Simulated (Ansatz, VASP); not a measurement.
C: VASP beside Ansatz

File INCAR:

```
SYSTEM = C
PREC = Accurate
ENCUT = 520
EDIFF = 1E-6
ISMEAR = -1
SIGMA = 0.02
LREAL = .False.
LASPH = .True.
NELM = 60
ALGO = Normal
ISIF = 2
LWAVE = .False.
LCHARG = .False.
GGA = PE
NBANDS = 11
```

File KPOINTS:

```
regular mesh
0
Gamma
  12 12 12
  0 0 0
```

POSCAR

```
C
1.0
    0.0000000000      1.7089191755      1.7961065767
    1.7089191755      0.0000000000      1.7961065767
    1.7089191755      1.7089191755      0.0000000000
C
2
Direct
    0.0000000000      0.0000000000      0.0000000000
    0.2500000000      0.2500000000      0.2500000000
```

Input for Ansatz:

```yaml
crystal:
  lattice:
    - [0.0, 1.7089191755, 1.7961065767]
    - [1.7089191755, 0.0, 1.7961065767]
    - [1.7089191755, 1.7089191755, 0.0]
  atoms:
    - { symbol: C, position: [0.0, 0.0, 0.0] }
    - { symbol: C, position: [0.25, 0.25, 0.25] }
kpoints:
  mp_grid: { grid: [12, 12, 12] }
  band_path:
    path:
      - [0.0, 0.0, 0.0]
      - [0.5, 0.0, 0.5]
      - [0.625, 0.25, 0.625]
      - [0.375, 0.375, 0.75]
      - [0.5, 0.5, 0.5]
      - [0.5, 0.25, 0.75]
      - [0.0, 0.371094, 0.371094]
    npoints: 1
hamiltonian:
  xc: pbe
scf:
  occupations: { method: fermi_dirac, width: 0.02 }
  n_extra_bands: 4
output:
  forces: true
  stress: true
  eigenvalues: true
```

Change from the starting cell: epitaxial_xy strain -4.0%.

Alike in both runs: task single point; functional PBE; k mesh 12 × 12 × 12; occupations fermi-dirac, width 0.02 eV; no spin polarisation.

|  | VASP | Ansatz |
| --- | --- | --- |
| version | VASP 6.6.1 | Ansatz 0.2.0 |
| potentials or method | VASP PAW PBE potentials, release 64 (C) | plane waves, PAW |
| plane-wave cutoff (eV) | 520 | 420 |
| valence electrons in the cell | 8 | 8 |

```tsv
	VASP	Ansatz	Ansatz less VASP
gap on the k mesh at the Fermi level (eV)	3.67	3.68	+0.009
pressure (GPa)	42.4	41.4	-1.01
traceless stress, the component that is largest in VASP (GPa)	-35.20	-35.24	-0.038
```

Both programs put the cell under a high pressure, so it lies far from rest at this level. The functional is the same, so the differences come from potentials, cutoffs and numerics.
